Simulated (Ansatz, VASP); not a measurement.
# GaN in VASP and in Ansatz

The input POSCAR:

```
GaN
1.0
    0.0000000000      2.3098381227      2.3661756379
    2.3098381227      0.0000000000      2.3661756379
    2.3098381227      2.3098381227      0.0000000000
Ga N
1 1
Direct
    0.0000000000      0.0000000000      0.0000000000
    0.7500000000      0.7500000000      0.7500000000
```

The input INCAR.step1:

```
ALGO     = Normal         # electronic algorithm
EDIFF    = 1E-4           # SCF threshold, eV
ENCUT    = 520            # plane-wave cutoff, eV
GGA      = PE             # functional
ISMEAR   = 0              # smearing method
LASPH    = T              # aspherical terms in the spheres
LCHARG   = F              # write CHGCAR
LREAL    = F              # projectors in reciprocal space
LWAVE    = T              # write WAVECAR
NBANDS   = 16             # bands
NELM     = 100            # most SCF steps
PREC     = Accurate       # precision mode
SIGMA    = 0.05           # smearing width, eV
```

The input INCAR.step2:

```
ALGO     = Normal         # electronic algorithm
EDIFF    = 1E-7           # SCF threshold, eV
ENCUT    = 520            # plane-wave cutoff, eV
ISIF     = 2              # what is computed and relaxed
ISMEAR   = 0              # smearing method
ISTART   = 1            
LASPH    = T              # aspherical terms in the spheres
LCHARG   = F              # write CHGCAR
LMIXTAU  = T            
LREAL    = F              # projectors in reciprocal space
LWAVE    = F              # write WAVECAR
METAGGA  = R2SCAN         # meta-GGA
NBANDS   = 16             # bands
NELM     = 100            # most SCF steps
PREC     = Accurate       # precision mode
SIGMA    = 0.05           # smearing width, eV
```

Contents of KPOINTS:

```
k-points
0
Gamma
  10 10 10
```

Input for Ansatz:

```yaml
crystal:
  lattice:
    - [0.0, 2.3098381227, 2.3661756379]
    - [2.3098381227, 0.0, 2.3661756379]
    - [2.3098381227, 2.3098381227, 0.0]
  atoms:
    - { symbol: Ga, position: [0.0, 0.0, 0.0] }
    - { symbol: "N", position: [0.75, 0.75, 0.75] }
basis:
  ecutwfc: 500
kpoints:
  mp_grid: { grid: [10, 10, 10] }
hamiltonian:
  xc: r2scan
scf:
  occupations: { method: gaussian, width: 0.05 }
output:
  forces: true
  stress: true
  eigenvalues: true
```

Change from the starting cell: strain +0.025 along x and y, +0.050 along z, atoms carried along.

Alike in both runs: task single point; functional r2SCAN; k mesh 10 × 10 × 10; occupations gaussian, width 0.05 eV; no spin polarisation.

|  | VASP | Ansatz |
| --- | --- | --- |
| version | VASP 6.6.1 | Ansatz 0.2.0 |
| potentials or method | VASP PAW PBE potentials, release 64 (Ga_d, N), cutoff 520 eV | scalar-relativistic, plane waves, PAW |
| valence electrons in the cell | 18 | 18 |

```csv
,VASP,Ansatz,Ansatz less VASP
gap on the k mesh at the Fermi level (eV),1.43,1.43,+0.004
least direct gap on the mesh (eV),1.43,1.43,+0.004
pressure (GPa),-15.6,-16.3,-0.73
"traceless stress, the component that is largest in VASP (GPa)",-2.27,-2.29,-0.022
```

VASP's potentials were made for PBE, not for r2SCAN. With one functional, cell and mesh, what is left measures potentials, basis and numerics.
